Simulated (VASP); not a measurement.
Wanted: the native input for a VASP 6.6.1 run.

| Item | Value |
| --- | --- |
| Task | relaxation of cell and atoms |
| Functional | PBE |
| Potentials or basis | VASP PAW PBE potentials, release 64 (S) |
| Cutoff | 500 eV |
| k mesh | 9 × 9 × 9 |
| Occupations | methfessel-paxton, width 0.05 eV |
| Spin | no spin polarisation |
| Dipole correction | no |
| Further INCAR settings | ALGO = Normal; EDIFF = 1e-07; IBRION = 2; EDIFFG = -0.01; NSW = 80; ISIF = 3 |

The structure of S lies in POSCAR:

```
S
1.0
   -1.6650000000      1.6650000000      1.6650000000
    1.6650000000     -1.6650000000      1.6650000000
    1.6650000000      1.6650000000     -1.6650000000
S
1
Direct
    0.0000000000      0.0000000000      0.0000000000
```

This isn't the form of S at room conditions, which is orthorhombic, of S8 rings.

These files were run (other wordings do the same):

INCAR

```
SYSTEM = S
  PREC = Accurate
  ENCUT = 500
  EDIFF = 1E-7
  ISMEAR = 1
  SIGMA = 0.05
  LREAL = .False.
  LASPH = .True.
  NELM = 120
  ALGO = Normal
  ISIF = 3
  LWAVE = .False.
  LCHARG = .False.
  GGA = PE
  IBRION = 2
  NSW = 80
  EDIFFG = -0.01
  GGA_COMPAT = .False.
  NELMIN = 4
```

KPOINTS

```
Automatic mesh
0
Gamma
  9 9 9
  0 0 0
```

Potentials or basis: VASP PAW PBE potentials, release 64 (S).

Run with:

```bash
$ cat potpaw_PBE.64/S/POTCAR > POTCAR
$ mpirun -np 1 vasp_std > vasp.out
```

Results of the run:

```json
{"Relaxed volume": "16.03 Å³/atom", "Relaxed cell": "a = 2.751 Å, b = 2.751 Å, c = 2.751 Å, α = 109.47°, β = 109.47°, γ = 109.47°", "Space group after relaxing (to 0.1 Å)": "Im-3m (No. 229)", "Energy gained by relaxing": "78.6 meV/atom", "Ionic steps": "3", "Pressure after relaxing": "0.0 GPa", "Band gap on the k mesh": "zero (bands 3 and 4 overlap by 6.37 eV)"}
```

Run time: 10 s on 1 thread of Intel(R) Xeon(R) Platinum 8259CL CPU @ 2.50GHz (Skylake/Cascade Lake), on a shared host, peak memory 0.13 GiB.
